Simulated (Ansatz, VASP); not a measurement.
**Two plane-wave programs on ScHO2**

```
Sc H O
1.0
     1.61659    0.93334    4.53092
    -1.61659    0.93334    4.53092
     0.00000   -1.86668    4.53092
Sc H O
1 1 2
Direct
  0.00000 0.00000 0.00000
  0.50000 0.50000 0.50000
  0.58970 0.58970 0.58970
  0.41030 0.41030 0.41030
```

Alike in both runs: task relaxation of cell and atoms; functional LDA; k mesh 6 × 6 × 6; occupations gaussian, width 0.1 eV; no spin polarisation.

|  | VASP | Ansatz |
| --- | --- | --- |
| version | VASP 6.6.1 | Ansatz 0.2.0 |
| potentials or method | VASP PAW LDA potentials, release 64 (Sc_sv, H, O), cutoff 600 eV | scalar-relativistic, plane waves, PAW |
| valence electrons in the cell | 24 | 24 |

|  | VASP | Ansatz | Ansatz less VASP |
| --- | --- | --- | --- |
| gap on the k mesh at the Fermi level, each at its own relaxed structure (eV) | 4.05 | 4.09 | +0.040 |
| relaxed volume (Å³/atom) | 9.70 | 9.67 | -0.030 |
| relaxed length of the cell vector where the two differ most in proportion (Å) | 4.815 | 4.817 | +0.0016 |

LDA's correlation is that of Perdew and Zunger in VASP and of Perdew and Wang (1992) in Ansatz.
